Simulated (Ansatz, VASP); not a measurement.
## Cd2TeSe5: VASP beside Ansatz

```
Cd Te Se
1.0
     5.01601    0.00000    0.00000
    -2.50801    4.34400    0.00000
     0.00000    0.00000    9.38368
Cd Te Se
2 1 5
Direct
  0.33333 0.66667 0.00000
  0.66667 0.33333 0.00000
  0.00000 0.00000 0.00000
  0.33333 0.66667 0.30110
  0.66667 0.33333 0.30110
  0.66667 0.33333 0.69890
  0.33333 0.66667 0.69890
  0.00000 0.00000 0.50000
```

Alike in both runs: functional PBE; k mesh 3 × 3 × 1; occupations gaussian, width 0.15 eV; no spin polarisation.

Ansatz relaxed the structure, and its values are those at the end. VASP's run is a single point on that final structure, the one shown.

```csv
,VASP,Ansatz
version,VASP 6.6.1,Ansatz 0.2.0
potentials or method,"VASP PAW PBE potentials, release 64 (Cd, Te, Se), cutoff 500 eV","scalar-relativistic, plane waves, PAW"
valence electrons in the cell,60,136
```

Ansatz gave:

```
gap on the k mesh at the Fermi level (eV) : none
pressure (GPa)                            : 0.3
rms of the force components (eV/Å)        : 0.014
```

Task: What did VASP give for the same quantities?

Result: gap on the k mesh at the Fermi level (eV): none; pressure (GPa): 0.5; rms of the force components (eV/Å): 0.024.

A gap of «none» marks a metal or a gap that the smearing closes. With one functional, cell and mesh, what is left measures potentials, basis and numerics. VASP's potentials hold 60 valence electrons a cell and Ansatz's 136, so a difference there can come from the potentials and not from the codes.

The k mesh is coarse, so the values compare programs but aren't converged. Neither program's run includes spin-orbit coupling.
